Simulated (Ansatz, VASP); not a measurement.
## One calculation of AlN, two programs

```xyz
4
Lattice="3.1067 0.0000 0.0000 -1.5533 2.6905 0.0000 0.4481 0.0000 4.9786" Properties=species:S:1:pos:R:3 pbc="T T T"
Al    1.7672    0.8970    2.4870
Al    0.4379    1.7935    4.9763
N     1.9579    0.8942    4.3834
N     0.1805    1.7963    1.8941
```

Change from the starting cell: shear of c along a, cell held, atoms relaxed: +9.0 %.

Alike in both runs: task relaxation of the atoms; functional r2SCAN; k mesh 9 × 9 × 6; occupations gaussian, width 0.02 eV; no spin polarisation.

```csv
,VASP,Ansatz
version,VASP 6.6.1,Ansatz 0.2.0
potentials or method,"VASP PAW PBE potentials, release 64 (Al, N), cutoff 520 eV","scalar-relativistic, plane waves, PAW"
valence electrons in the cell,16,16
```

```tsv
	VASP	Ansatz	Ansatz less VASP
gap on the k mesh at the Fermi level, each at its own relaxed structure (eV)	4.63	4.59	-0.038
```

VASP's potentials were made for PBE, not for r2SCAN. Ansatz's warnings: stress scf threshold loose.
